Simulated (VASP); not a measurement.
# TaN in VASP: a series of runs, part 2 of 2

VASP 6.6.1.

### 4 Electric field gradients, PBE (equal xx and yy strain of -3 %)

The input, INCAR:

```
PREC = Accurate
ENCUT = 520
EDIFF = 1E-8
ISMEAR = -1
SIGMA = 0.03
LREAL = False
LASPH = True
NELM = 100
ALGO = Normal
ISIF = 2
LWAVE = False
LCHARG = False
GGA = PE
LEFG = True
NBANDS = 33
```

The input, KPOINTS:

```
Automatic mesh
0
Gamma
  5 5 8
```

The input, POSCAR:

```
TaN
1.0
    5.0294492781      0.0000000000      0.0000000000
   -2.5147246391      4.3556308419      0.0000000000
    0.0000000000      0.0000000000      2.9080000000
Ta N
3 3
Direct
    0.0000000000      0.0000000000      0.0000000000
    0.3333333333      0.6666666667      0.5000000000
    0.6666666667      0.3333333333      0.5000000000
    0.5000000000      0.0000000000      0.0000000000
    0.5000000000      0.5000000000      0.0000000000
    0.0000000000      0.5000000000      0.0000000000
```

Potentials or basis: VASP PAW PBE potentials, release 64 (Ta_pv, N).

The run is started by

```
$ cat potpaw_PBE.64/Ta_pv/POTCAR potpaw_PBE.64/N/POTCAR > POTCAR
$ mpirun -np 1 vasp_std > vasp.out
```

OUTCAR:

```text
PREC = Accurate
   ENCUT = 520
   EDIFF = 1E-8
   ISMEAR = -1
   LREAL = False
   LASPH = True
   NELM = 100
   ISIF = 2
   GGA = PE

 ion  position               nearest neighbor table
   1  0.000  0.000  0.000-   5 2.51   5 2.51   4 2.51   4 2.51   6 2.51   6 2.51   3 3.25   3 3.25
                             2 3.25   2 3.25   2 3.25   3 3.25   2 3.25   3 3.25   2 3.25   3 3.25
   2  0.333  0.667  0.500-   6 2.05   6 2.05   4 2.05   4 2.05   5 2.05   5 2.05   3 2.90   3 2.90
                             3 2.90   1 3.25   1 3.25   1 3.25   1 3.25   1 3.25   1 3.25
   3  0.667  0.333  0.500-   6 2.05   6 2.05   4 2.05   4 2.05   5 2.05   5 2.05   2 2.90   2 2.90
                             2 2.90   1 3.25   1 3.25   1 3.25   1 3.25   1 3.25   1 3.25
   4  0.500  0.000  0.000-   2 2.05   3 2.05   2 2.05   3 2.05   1 2.51   1 2.51
   5  0.500  0.500  0.000-   2 2.05   3 2.05   2 2.05   3 2.05   1 2.51   1 2.51
   6  0.000  0.500  0.000-   2 2.05   3 2.05   2 2.05   3 2.05   1 2.51   1 2.51

  LATTYP: Found a hexagonal cell.
 ALAT       =     5.0294492781
 C/A-ratio  =     0.5781945178

  Lattice vectors:

 A1 = (   5.0294492781,   0.0000000000,   0.0000000000)
 A2 = (  -2.5147246391,   4.3556308419,   0.0000000000)
 A3 = (   0.0000000000,   0.0000000000,   2.9080000000)

Analysis of symmetry for initial positions (statically):
=====================================================================
 Subroutine PRICEL returns:
 Original cell was already a primitive cell.

 Routine SETGRP: Setting up the symmetry group for a
 hexagonal supercell.

 Subroutine GETGRP returns: Found 24 space group operations
 (whereof 24 operations were pure point group operations)
 out of a pool of 24 trial point group operations.

The static configuration has the point symmetry D_6h.

Analysis of symmetry for dynamics (positions and initial velocities):
=====================================================================
 Subroutine PRICEL returns:
 Original cell was already a primitive cell.

 Routine SETGRP: Setting up the symmetry group for a
 hexagonal supercell.

 Subroutine GETGRP returns: Found 24 space group operations
 (whereof 24 operations were pure point group operations)
 out of a pool of 24 trial point group operations.

The dynamic configuration has the point symmetry D_6h.

 Subroutine INISYM returns: Found 24 space group operations
 (whereof 24 operations are pure point group operations),
 and found     1 'primitive' translations

----------------------------------------------------------------------------------------

                                     Primitive cell

  volume of cell :      63.7039

  direct lattice vectors                    reciprocal lattice vectors
     5.029449278  0.000000000  0.000000000     0.198828926  0.114793934  0.000000000
    -2.514724639  4.355630842  0.000000000     0.000000000  0.229587868  0.000000000
     0.000000000  0.000000000  2.908000000     0.000000000  0.000000000  0.343878955

  length of vectors
     5.029449278  5.029449278  2.908000000     0.229587868  0.229587868  0.343878955

  position of ions in fractional coordinates (direct lattice)
     0.000000000  0.000000000  0.000000000
     0.333333333  0.666666667  0.500000000
     0.666666667  0.333333333  0.500000000
[... 110 lines left out ...]
   AEXX    =    0.0000 exact exchange contribution
   IVDW    =     0    specifies the selected vdW correction
   LEPSILON=     F    determine dielectric tensor
   LRPA    =     F    only Hartree local field effects (RPA)
 non-spin polarized calculation
  energy-cutoff  :      520.00
  volume of cell :       63.70
 maximum number of plane-waves:      1732
 NGX is ok and might be reduce to    40
   NGX = 19   NGY = 19   NGZ = 11

 number of electron      48.0000001 magnetization

 Free energy of the ion-electron system (eV)
  ---------------------------------------------------
  ext. energy  EPLUGINS =         0.00000000
  ---------------------------------------------------
  free energy    TOTEN  =       -64.17289309 eV

  energy without entropy =      -64.17241417  energy(sigma->0) =      -64.17265363

 E-fermi :   8.8763     XC(G=0): -13.3989

 val. band max:        8.7480016162   @ k =   0.0000   0.0000   0.2500
 cond. band min:       9.0097431535   @ k =   0.2000   0.0000   0.2500
 fundamental gap:      0.2617415373
 Fermi energy:         8.8762790519

 k-point     1 :       0.0000    0.0000    0.0000
  band No.  band energies     occupation
      1     -27.3251      2.00000
      2     -27.3251      2.00000
      3     -26.8657      2.00000
      4     -26.8657      2.00000
      5     -26.6443      2.00000
      6     -26.4892      2.00000
[... 853 lines left out ...]
     32      13.3077      0.00000
     33      14.8029      0.00000

 [... further k-points ...]

------------------------ aborting loop because EDIFF is reached ----------------------------------------

  FORCE on cell =-STRESS in cart. coord.  units (eV):
  Direction    XX          YY          ZZ          XY          YZ          ZX
  --------------------------------------------------------------------------------------
  -------------------------------------------------------------------------------------
  Total       13.6204172     13.6204172     11.4603233     -0.0000000     -0.0000000      0.0000000
  in kB      342.5587730    342.5587730    288.2315734     -0.0000000     -0.0000000      0.0000000
  external PRESSURE =     324.4497064 kB  Pullay stress =       0.0000000 kB

 VOLUME and BASIS-vectors are now :
 -----------------------------------------------------------------------------
  energy-cutoff  :      520.00
  volume of cell :       63.70
      direct lattice vectors                 reciprocal lattice vectors
     5.029449278  0.000000000  0.000000000     0.198828926  0.114793934  0.000000000
    -2.514724639  4.355630842  0.000000000     0.000000000  0.229587868  0.000000000
     0.000000000  0.000000000  2.908000000     0.000000000  0.000000000  0.343878955

 POSITION                                       TOTAL-FORCE (eV/Angst)
 -----------------------------------------------------------------------------------
      0.00000      0.00000      0.00000        -0.000000      0.000000      0.000000
     -0.00000      2.90375      1.45400         0.000000      0.000000     -0.000000
      2.51472      1.45188      1.45400        -0.000000     -0.000000      0.000000
      2.51472      0.00000      0.00000        -0.000000      0.000000      0.000000
      1.25736      2.17782      0.00000         0.000000      0.000000      0.000000
     -1.25736      2.17782      0.00000        -0.000000      0.000000      0.000000
 -----------------------------------------------------------------------------------
    total drift:                               -0.000000      0.000000     -0.000000

  FREE ENERGIE OF THE ION-ELECTRON SYSTEM (eV)
  ---------------------------------------------------
  free  energy   TOTEN  =       -64.1728930923 eV

  energy  without entropy=      -64.1724141709  energy(sigma->0) =      -64.17265363

 Electric field gradients (V/A^2)
---------------------------------------------------------------------
 ion       V_xx      V_yy      V_zz      V_xy      V_xz      V_yz
---------------------------------------------------------------------
   1     157.961   157.961  -315.922    -0.001     0.000    -0.000
   2     195.590   195.589  -391.179    -0.000     0.000    -0.000
   3     195.590   195.589  -391.179    -0.000     0.000     0.000
   4      35.288   -33.273    -2.015     0.001     0.000     0.000
   5     -16.133    18.149    -2.015    29.689     0.000    -0.000
   6     -16.133    18.149    -2.015   -29.687    -0.000    -0.000
---------------------------------------------------------------------

 Electric field gradients after diagonalization (V/A^2)
 (convention: |V_zz| > |V_xx| > |V_yy|)
----------------------------------------------------------------------
 ion       V_xx      V_yy      V_zz     asymmetry (V_yy - V_xx)/ V_zz
----------------------------------------------------------------------
   1     157.962   157.960  -315.922       0.000
   2     195.590   195.589  -391.179       0.000
   3     195.590   195.589  -391.179       0.000
   4     -33.273    -2.015    35.288       0.886
   5     -33.275    -2.015    35.290       0.886
   6     -33.273    -2.015    35.288       0.886
----------------------------------------------------------------------

           NMR quadrupolar parameters

 Cq : quadrupolar parameter    Cq=e*Q*V_zz/h
 eta: asymmetry parameters     (V_yy - V_xx)/ V_zz
 Q  : nuclear electric quadrupole moment in mb (millibarn)
----------------------------------------------------------------------
 ion       Cq(MHz)       eta       Q (mb)
----------------------------------------------------------------------
   1      -0.764       0.000       1.000
   2      -0.946       0.000       1.000
   3      -0.946       0.000       1.000
   4       0.085       0.886       1.000
   5       0.085       0.886       1.000
   6       0.085       0.886       1.000
----------------------------------------------------------------------
```

OSZICAR:

```text
N       E                     dE             d eps       ncg     rms          rms(c)
DAV:   1     0.457701337684E+03    0.45770E+03   -0.26016E+04  1650   0.154E+03
DAV:   2    -0.436016701701E+02   -0.50130E+03   -0.47641E+03  1891   0.455E+02
DAV:   3    -0.742836478070E+02   -0.30682E+02   -0.30045E+02  2032   0.109E+02
DAV:   4    -0.749366843289E+02   -0.65304E+00   -0.64773E+00  2050   0.151E+01
DAV:   5    -0.749502637895E+02   -0.13579E-01   -0.13555E-01  2083   0.177E+00    0.514E+01
DAV:   6    -0.646720561594E+02    0.10278E+02   -0.46305E+01  2059   0.394E+01    0.224E+01
DAV:   7    -0.643358746292E+02    0.33618E+00   -0.34440E+00  2068   0.142E+01    0.127E+01
DAV:   8    -0.641941341388E+02    0.14174E+00   -0.57091E-01  2026   0.503E+00    0.379E+00
DAV:   9    -0.641739801021E+02    0.20154E-01   -0.60913E-02  2020   0.232E+00    0.427E-01
DAV:  10    -0.641731045940E+02    0.87551E-03   -0.12007E-02  2120   0.661E-01    0.202E-01
DAV:  11    -0.641728992974E+02    0.20530E-03   -0.17431E-03  2063   0.307E-01    0.412E-02
DAV:  12    -0.641728954836E+02    0.38138E-05   -0.10740E-04  2058   0.829E-02    0.192E-02
DAV:  13    -0.641728929106E+02    0.25730E-05   -0.85181E-06  1984   0.233E-02    0.488E-03
DAV:  14    -0.641728931859E+02   -0.27528E-06   -0.12782E-06  2187   0.695E-03    0.240E-03
DAV:  15    -0.641728930967E+02    0.89152E-07   -0.27819E-07  2081   0.354E-03    0.357E-04
DAV:  16    -0.641728930923E+02    0.43938E-08   -0.10829E-08  1161   0.732E-04
   1 F= -.64172893E+02 E0= -.64172654E+02  d E =-.478921E-03
```

stdout:

```text
POSCAR found type information on POSCAR TaN
 POSCAR found :  2 types and       6 ions
 scaLAPACK will be used
 LDA part: xc-table for (Slater+PW92), standard interpolation
 POSCAR, INCAR and KPOINTS ok, starting setup
 FFT: planning ... GRIDC
 FFT: planning ... GRID_SOFT
 FFT: planning ... GRID
 WAVECAR not read
 entering main loop
ion   1

ion   2

ion   3

ion   4

ion   5

ion   6
```

It took 1.7 min on 1 thread of Intel Xeon 8259CL, shared host; peak memory 0.21 GiB.

What came out:

```yaml
Free_energy: -64.1729 eV
Pressure: 32.4 GPa
Band_gap_on_the_k_mesh: zero (bands 24 and 25 overlap by 2.28 eV)
Largest_electric_field_gradient_by_atom: Ta -315.9, -391.2 (each value once); N +35.3 V/Å²
```

Stress tensor (GPa, compression positive):
```
34.26  0.00  0.00
 0.00 34.26  0.00
 0.00  0.00 28.82
```

Levels at points of the mesh, in eV from the Fermi level:
```csv
k point,band 20,band 21,band 22,band 23,band 24,band 25,band 26,band 27,band 28,band 29
"(0.00, 0.00, 0.00)",-2.88,-2.88,-2.53,-1.95,-1.28,-1.28,0.59,0.59,1.79,2.37
"(0.00, 0.00, 0.50)",-4.09,-3.06,-3.06,-1.97,1.00,1.00,1.14,2.16,2.94,2.94
```

Electric field gradients, principal values (V/Å²):
| atom | least | middle | greatest (by size) |
| --- | --- | --- | --- |
| 1 Ta | 157.960 | 157.962 | -315.922 |
| 2 Ta | 195.589 | 195.590 | -391.179 |
| 3 Ta | 195.589 | 195.590 | -391.179 |
| 4 N | -2.015 | -33.273 | 35.288 |
| 5 N | -2.015 | -33.275 | 35.290 |
| 6 N | -2.015 | -33.273 | 35.288 |

Caveat: the cell differs from its parent crystal (equal xx and yy strain of -3 %); the cell stands under pressure; without QUAD_EFG the Cq values of the log hold for a quadrupole moment of 1 mb, not for the nuclei; spin-orbit coupling is left out, which moves the levels of the heavy elements.

### 5 Electric field gradients, PBE (zz strain of -2 %)

The input, INCAR:

```
ALGO = Normal
EDIFF = 1E-8
ENCUT = 520
GGA = PE
ISIF = 2
ISMEAR = -1
LASPH = T
LCHARG = F
LEFG = T
LREAL = F
LWAVE = F
NBANDS = 33
NELM = 100
PREC = Accurate
SIGMA = 0.03
```

The input, KPOINTS:

```
k-points
0
Gamma
  5 5 8
```

POSCAR, as its differences from that of step 4:

```diff
@@ -2,5 +2,5 @@
 1.0
-    5.0294492781      0.0000000000      0.0000000000
-   -2.5147246391      4.3556308419      0.0000000000
-    0.0000000000      0.0000000000      2.9080000000
+    5.1849992558      0.0000000000      0.0000000000
+   -2.5924996279      4.4903410741      0.0000000000
+    0.0000000000      0.0000000000      2.8498400000
 Ta N
```

Potentials or basis: VASP PAW PBE potentials, release 64 (Ta_pv, N).

The run is started by

```
$ cat potpaw_PBE.64/Ta_pv/POTCAR potpaw_PBE.64/N/POTCAR > POTCAR
$ mpirun -np 1 vasp_std > vasp.out
```

OUTCAR:

```text
EDIFF = 1E-8
   ENCUT = 520
   GGA = PE
   ISIF = 2
   ISMEAR = -1
   LASPH = T
   LREAL = F
   NELM = 100
   PREC = Accurate

 ion  position               nearest neighbor table
   1  0.000  0.000  0.000-   5 2.59   6 2.59   6 2.59   5 2.59   4 2.59   4 2.59   3 3.32   3 3.32
                             2 3.32   2 3.32   2 3.32   3 3.32   2 3.32   3 3.32   2 3.32   3 3.32
   2  0.333  0.667  0.500-   4 2.07   4 2.07   6 2.07   6 2.07   5 2.07   5 2.07   3 2.99   3 2.99
                             3 2.99   1 3.32   1 3.32   1 3.32   1 3.32   1 3.32   1 3.32
   3  0.667  0.333  0.500-   4 2.07   4 2.07   6 2.07   6 2.07   5 2.07   5 2.07   2 2.99   2 2.99
                             2 2.99   1 3.32   1 3.32   1 3.32   1 3.32   1 3.32   1 3.32
[... 1111 lines left out ...]
   4      32.961   -26.942    -6.020    -0.001     0.000     0.000
   5     -11.966    17.986    -6.021    25.939     0.000    -0.000
   6     -11.965    17.985    -6.020   -25.939    -0.000     0.000
---------------------------------------------------------------------

 Electric field gradients after diagonalization (V/A^2)
 (convention: |V_zz| > |V_xx| > |V_yy|)
----------------------------------------------------------------------
 ion       V_xx      V_yy      V_zz     asymmetry (V_yy - V_xx)/ V_zz
----------------------------------------------------------------------
   1     173.280   173.280  -346.561       0.000
   2     192.783   192.781  -385.564       0.000
   3     192.783   192.781  -385.564       0.000
   4     -26.942    -6.020    32.961       0.635
   5     -26.942    -6.021    32.963       0.635
   6     -26.942    -6.020    32.961       0.635
----------------------------------------------------------------------

           NMR quadrupolar parameters

 Cq : quadrupolar parameter    Cq=e*Q*V_zz/h
 eta: asymmetry parameters     (V_yy - V_xx)/ V_zz
 Q  : nuclear electric quadrupole moment in mb (millibarn)
----------------------------------------------------------------------
 ion       Cq(MHz)       eta       Q (mb)
----------------------------------------------------------------------
   1      -0.838       0.000       1.000
   2      -0.932       0.000       1.000
   3      -0.932       0.000       1.000
   4       0.080       0.635       1.000
   5       0.080       0.635       1.000
   6       0.080       0.635       1.000
----------------------------------------------------------------------
```

OSZICAR:

```text
N       E                     dE             d eps       ncg     rms          rms(c)
DAV:   1     0.448427352163E+03    0.44843E+03   -0.26035E+04  1650   0.154E+03
DAV:   2    -0.457380686668E+02   -0.49417E+03   -0.47192E+03  1887   0.450E+02
DAV:   3    -0.745591628501E+02   -0.28821E+02   -0.28165E+02  2001   0.105E+02
DAV:   4    -0.751524807516E+02   -0.59332E+00   -0.58764E+00  2065   0.144E+01
DAV:   5    -0.751653374279E+02   -0.12857E-01   -0.12840E-01  2059   0.172E+00    0.490E+01
DAV:   6    -0.650443557771E+02    0.10121E+02   -0.46250E+01  2069   0.385E+01    0.212E+01
DAV:   7    -0.647417670724E+02    0.30259E+00   -0.37641E+00  2068   0.144E+01    0.120E+01
DAV:   8    -0.645824402976E+02    0.15933E+00   -0.61227E-01  2055   0.513E+00    0.419E+00
DAV:   9    -0.645522477661E+02    0.30193E-01   -0.83717E-02  2034   0.266E+00    0.468E-01
DAV:  10    -0.645509653725E+02    0.12824E-02   -0.18730E-02  2073   0.749E-01    0.214E-01
DAV:  11    -0.645505593851E+02    0.40599E-03   -0.31938E-03  1990   0.363E-01    0.510E-02
DAV:  12    -0.645505497079E+02    0.96772E-05   -0.15002E-04  2016   0.847E-02    0.221E-02
DAV:  13    -0.645505495360E+02    0.17184E-06   -0.80480E-06  2088   0.185E-02    0.483E-03
DAV:  14    -0.645505498360E+02   -0.29996E-06   -0.98665E-07  2129   0.640E-03    0.276E-03
DAV:  15    -0.645505496080E+02    0.22799E-06   -0.35713E-07  2118   0.386E-03    0.273E-04
DAV:  16    -0.645505496196E+02   -0.11604E-07   -0.13730E-08  1308   0.784E-04    0.988E-05
DAV:  17    -0.645505496150E+02    0.46221E-08   -0.10931E-09  1115   0.236E-04
   1 F= -.64550550E+02 E0= -.64548069E+02  d E =-.496075E-02
```

It took 49 s on 1 thread of Intel Xeon Platinum 8375C at 2.90GHz (Ice Lake), shared host; peak memory 0.21 GiB.

What came out:

- Free energy: -64.5505 eV
- Pressure: 20.4 GPa
- Band gap on the k mesh: zero (bands 24 and 25 overlap by 2.27 eV)
- Largest electric field gradient by atom: Ta -346.6, -385.6 (each value once); N +33.0 V/Å²

Electric field gradients, principal values (V/Å²):
| atom | least | middle | greatest (by size) |
| --- | --- | --- | --- |
| 1 Ta | 173.280 | 173.280 | -346.561 |
| 2 Ta | 192.781 | 192.783 | -385.564 |
| 3 Ta | 192.781 | 192.783 | -385.564 |
| 4 N | -6.020 | -26.942 | 32.961 |
| 5 N | -6.021 | -26.942 | 32.963 |
| 6 N | -6.020 | -26.942 | 32.961 |

Caveat: the cell differs from its parent crystal (zz strain of -2 %); the cell stands under pressure; without QUAD_EFG the Cq values of the log hold for a quadrupole moment of 1 mb, not for the nuclei; spin-orbit coupling is left out, which moves the levels of the heavy elements.

### 6 Summary

```tsv
cell	gap on the mesh (eV)	pressure (GPa)
a = 5.186, b = 5.140, c = 2.908 Å, angles 89.6, 88.8, 119.1°, 6 atoms	none	11.6
a = 5.029, b = 5.029, c = 2.908 Å, angles 90.0, 90.0, 120.0°, 6 atoms	none	32.4
a = 5.185, b = 5.185, c = 2.850 Å, angles 90.0, 90.0, 120.0°, 6 atoms	none	20.4
```

Alike in all rows: task electric field gradients; level PBE; potentials or basis VASP PAW PBE potentials, release 64 (Ta_pv, N); no spin polarisation; k mesh 5 × 5 × 8; cutoff (eV) 520; smearing fermi-dirac 0.03 eV.

Caveats: the cell stands under pressure; spin-orbit coupling is left out, which moves the levels of the heavy elements.

Total energies depend on the potentials used, so only differences within one code and one set of settings carry meaning.
